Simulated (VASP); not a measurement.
# NbTe (P-6m2) in VASP: settings compared, part 2 of 2

VASP 6.6.1. The steps go on from the part before.

### Step 6. Relaxation of cell and atoms, PBEsol, target pressure 20 GPa, at which the enthalpy is minimised

INCAR reads:

```
SYSTEM = NbTe
PREC = Accurate
ENCUT = 600
EDIFF = 1E-7
ISMEAR = -1
SIGMA = 0.05
LREAL = .False.
LASPH = .True.
NELM = 60
ALGO = Normal
ISIF = 3
LWAVE = .False.
LCHARG = .False.
GGA = PS
IBRION = 2
NSW = 60
EDIFFG = -0.01
PSTRESS = 200.0
```

KPOINTS reads:

```
regular mesh
0
Gamma
  8 8 7
  0 0 0
```

POSCAR reads:

```
NbTe
1.0
    3.7029743866      0.0000000000      0.0000000000
   -1.8514871933      3.2068698884      0.0000000000
    0.0000000000      0.0000000000      3.6942110000
Te Nb
1 1
Direct
    0.6666666667      0.3333333333      0.0000000000
    0.0000000000      0.0000000000      0.5000000000
```

Potentials or basis: VASP PAW PBE potentials, release 64 (Te, Nb_sv).

Run with:

```sh
> cat potpaw_PBE.64/Te/POTCAR potpaw_PBE.64/Nb_sv/POTCAR > POTCAR
> mpirun -np 1 vasp_std > vasp.out
```

OUTCAR:

```text
SYSTEM = NbTe
   PREC = Accurate
   ENCUT = 600
   EDIFF = 1E-7
   ISMEAR = -1
   LREAL = .False.
   LASPH = .True.
   NELM = 60
   ISIF = 3
   GGA = PS
   IBRION = 2
   NSW = 60
   EDIFFG = -0.01
   PSTRESS = 200.0

 ion  position               nearest neighbor table
   1  0.667  0.333  0.000-   2 2.83   2 2.83   2 2.83   2 2.83   2 2.83   2 2.83
   2  0.000  0.000  0.500-   1 2.83   1 2.83   1 2.83   1 2.83   1 2.83   1 2.83

  LATTYP: Found a hexagonal cell.
 ALAT       =     3.7029743866
 C/A-ratio  =     0.9976334196

  Lattice vectors:

 A1 = (   3.7029743866,   0.0000000000,   0.0000000000)
 A2 = (  -1.8514871933,   3.2068698884,   0.0000000000)
 A3 = (   0.0000000000,   0.0000000000,   3.6942110000)

Analysis of symmetry for initial positions (statically):
=====================================================================
 Subroutine PRICEL returns:
[... 377 lines left out ...]
 cond. band min:      13.5276516340   @ k =   0.1250  -0.0000   0.0000
 fundamental gap:      0.0813839803
 Fermi energy:        13.4614079452

 k-point     1 :       0.0000    0.0000    0.0000
  band No.  band energies     occupation
      1     -41.8151      2.00000
      2     -18.1816      2.00000
      3     -17.8285      2.00000
      4     -17.8285      2.00000
      5      -1.9511      2.00000
      6       9.5831      2.00000
      7      10.2557      2.00000
      8      10.2557      2.00000
      9      10.6128      2.00000
     10      13.5989      0.12013
     11      13.5989      0.12013
     12      16.6339      0.00000
     13      16.6339      0.00000
[... 354 lines left out ...]
  band No.  band energies     occupation
      1     -41.7878      2.00000
      2     -18.2264      2.00000
      3     -18.0728      2.00000
      4     -17.8759      2.00000
      5       0.2811      2.00000
      6       6.2921      2.00000
      7       7.8549      2.00000
      8       9.5762      2.00000
      9      11.1904      2.00000
     10      14.0229      0.00003
     11      14.2766      0.00000
     12      16.2020      0.00000
     13      16.9382      0.00000

 [... further k-points ...]
[... 5 lines left out ...]
  --------------------------------------------------------------------------------------
  -------------------------------------------------------------------------------------
  Total        4.6452734      4.6452734      4.6321855      0.0000000     -0.0000000      0.0000000
  in kB      200.2395049    200.2395049    199.6753343      0.0000000     -0.0000000      0.0000000
  external PRESSURE =       0.0514481 kB  Pullay stress =     200.0000000 kB
[... 21 lines left out ...]
  energy  without entropy=      -14.6318350006  energy(sigma->0) =      -14.63520698

  enthalpy is  TOTEN    =        -9.9988616944 eV   P V=        4.6397172740

 reached required accuracy - stopping structural energy minimisation
```

CONTCAR:

```text
NbTe
   1.00000000000000
     3.4396176561321874    0.0000000000000000    0.0000000000000000
    -1.7198088280660937    2.9787962695665944    0.0000000000000000
    -0.0000000000000000    0.0000000000000000    3.6276145323267470
  Te              Nb
     1     1
Direct
     0.6666666667000030    0.3333333332999970    0.0000000000000000
     0.0000000000000000    0.0000000000000000    0.5000000000000000

  0.00000000E+00  0.00000000E+00  0.00000000E+00
  0.00000000E+00  0.00000000E+00  0.00000000E+00
```

Wall time 3.3 min (1 thread of Intel Xeon Platinum 8488C (Sapphire Rapids), shared host); peak memory 0.2 GiB.

Results:

| Quantity | Value |
| --- | --- |
| Free energy | -14.6386 eV |
| Relaxed volume | 18.58 Å³/atom |
| Relaxed cell | a = 3.440 Å, b = 3.440 Å, c = 3.628 Å, α = 90.00°, β = 90.00°, γ = 120.00° |
| Space group after relaxing (to 0.05 Å) | P-6m2 (No. 187) |
| Energy change on relaxing (the enthalpy is what falls) | +116.1 meV/atom |
| Ionic steps | 11 |
| Pressure after relaxing | 20.0 GPa |

Step by step:
```csv
step,energy change (eV),largest force (eV/Å),pressure (GPa),volume (Å³)
1,0.0000,0.0000,-5.32,43.87
2,6.9501,0.0000,210.67,25.33
3,0.1259,0.0000,15.14,38.37
4,0.1830,0.0000,18.14,37.82
5,0.2217,0.0000,20.02,37.50
6,0.2238,0.0000,20.13,37.26
7,0.2362,0.0000,20.29,37.14
8,0.2378,0.0000,20.31,37.12
9,0.2388,0.0000,20.33,37.12
10,0.2149,0.0000,19.16,37.31
11,0.2322,0.0000,20.01,37.17
```

Final structure:
```
CELL_PARAMETERS angstrom
3.43962 0.00000 0.00000
-1.71981 2.97880 0.00000
0.00000 0.00000 3.62761
ATOMIC_POSITIONS crystal
Te 0.66667 0.33333 0.00000
Nb 0.00000 0.00000 0.50000
```

Caveat: the cell is relaxed towards a set pressure, so the enthalpy falls and the energy may rise; the volume moved by over 15 % at a fixed basis, so the end points are rough; the PAW data sets were made with another functional, which shifts forces and pressure a little; spin-orbit coupling is left out, which moves the levels of the heavy elements.

### Step 7. Overview

```csv
task,level,potentials or basis,cell,cutoff (eV),gap on the mesh (eV),pressure (GPa)
single point,LDA,"VASP PAW LDA potentials, release 64 (Te, Nb_sv)",as given,520,none,-7.5
relaxation of cell and atoms,PBEsol,"VASP PAW PBE potentials, release 64 (Te, Nb_sv)",relaxed to 2 GPa,600,none,2.0
relaxation of cell and atoms,PBEsol,"VASP PAW PBE potentials, release 64 (Te, Nb_sv)",relaxed to 5 GPa,600,none,5.0
relaxation of cell and atoms,PBEsol,"VASP PAW PBE potentials, release 64 (Te, Nb_sv)",relaxed to 10 GPa,600,none,10.0
relaxation of cell and atoms,PBEsol,"VASP PAW PBE potentials, release 64 (Te, Nb_sv)",relaxed to 20 GPa,600,none,20.0
```

Alike in all rows: no spin polarisation; k mesh 8 × 8 × 7; smearing fermi-dirac 0.05 eV.

Caveats: spin-orbit coupling is left out, which moves the levels of the heavy elements; the cell is relaxed towards a set pressure, so the enthalpy falls and the energy may rise (some runs); the PAW data sets were made with another functional, which shifts forces and pressure a little (some runs); the volume moved by over 15 % at a fixed basis, so the end points are rough (some runs).

Absolute energies hang on the potentials; compare differences alone.
